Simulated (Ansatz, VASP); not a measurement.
# Two plane-wave programs on CsMgF3

Contents of INCAR:

```
PREC     = Accurate       # precision mode
ENCUT    = 600            # plane-wave cutoff, eV
EDIFF    = 1E-6           # SCF threshold, eV
ISMEAR   = 0              # smearing method
SIGMA    = 0.01           # smearing width, eV
LREAL    = F              # projectors in reciprocal space
LASPH    = T              # aspherical terms in the spheres
NELM     = 120            # most SCF steps
ALGO     = Normal         # electronic algorithm
ISIF     = 2              # what is computed and relaxed
LWAVE    = F              # write WAVECAR
LCHARG   = T              # write CHGCAR
GGA      = CA             # functional
LELF     = T              # ELF
LVHAR    = T            
NBANDS   = 24             # bands
GGA_COMPAT= F
```

KPOINTS

```
regular mesh
0
Gamma
  4 4 4
```

POSCAR

```
CsMgF3
1.0
    4.2523070000      0.0000000000      0.0000000000
    0.0000000000      4.2523070000      0.0000000000
    0.0000000000      0.0000000000      4.2523070000
Cs Mg F
1 1 3
Direct
    0.0000000000      0.0000000000      0.0000000000
    0.5000000000      0.5000000000      0.5000000000
    0.0000000000      0.5000000000      0.5000000000
    0.5000000000      0.0000000000      0.5000000000
    0.5000000000      0.5000000000      0.0000000000
```

Input for Ansatz:

```yaml
crystal:
  lattice:
    - [4.252307, 0.0, 0.0]
    - [0.0, 4.252307, 0.0]
    - [0.0, 0.0, 4.252307]
  atoms:
    - { symbol: Cs, position: [0.0, 0.0, 0.0] }
    - { symbol: Mg, position: [0.5, 0.5, 0.5] }
    - { symbol: F, position: [0.0, 0.5, 0.5] }
    - { symbol: F, position: [0.5, 0.0, 0.5] }
    - { symbol: F, position: [0.5, 0.5, 0.0] }
kpoints:
  mp_grid:
    grid: [4, 4, 4]
  band_path:
    path:
      - [0.0, 0.0, 0.0]
      - [0.0, 0.5, 0.0]
      - [0.5, 0.5, 0.0]
      - [0.0, 0.0, 0.0]
      - [0.5, 0.5, 0.5]
      - [0.0, 0.5, 0.0]
    npoints: 10
hamiltonian:
  xc: lda
scf:
  n_extra_bands: 6
  convergence:
    dr2_threshold: 1.0e-08
  occupations:
    method: fixed
output:
  stress: true
```

Alike in both runs: task single point; functional LDA; k mesh 4 × 4 × 4; no spin polarisation.

|  | VASP | Ansatz |
| --- | --- | --- |
| version | VASP 6.6.1 | Ansatz 0.2.0 |
| potentials or method | VASP PAW LDA potentials, release 64 (Cs_sv, Mg, F) | plane waves, PAW |
| plane-wave cutoff (eV) | 600 | 420 |
| occupations | gaussian, width 0.01 eV | fixed |
| valence electrons in the cell | 32 | 40 |

|  | VASP | Ansatz | Ansatz less VASP |
| --- | --- | --- | --- |
| gap on the k mesh at the Fermi level (eV) | 6.35 | 6.38 | +0.030 |
| pressure (GPa) | -7.4 | -6.8 | +0.61 |

LDA's correlation is that of Perdew and Zunger in VASP and of Perdew and Wang (1992) in Ansatz. VASP's potentials hold 32 valence electrons a cell and Ansatz's 40, so a difference there can come from the potentials and not from the codes. Ansatz's warnings: stress scf threshold loose.

Neither program's run includes spin-orbit coupling.
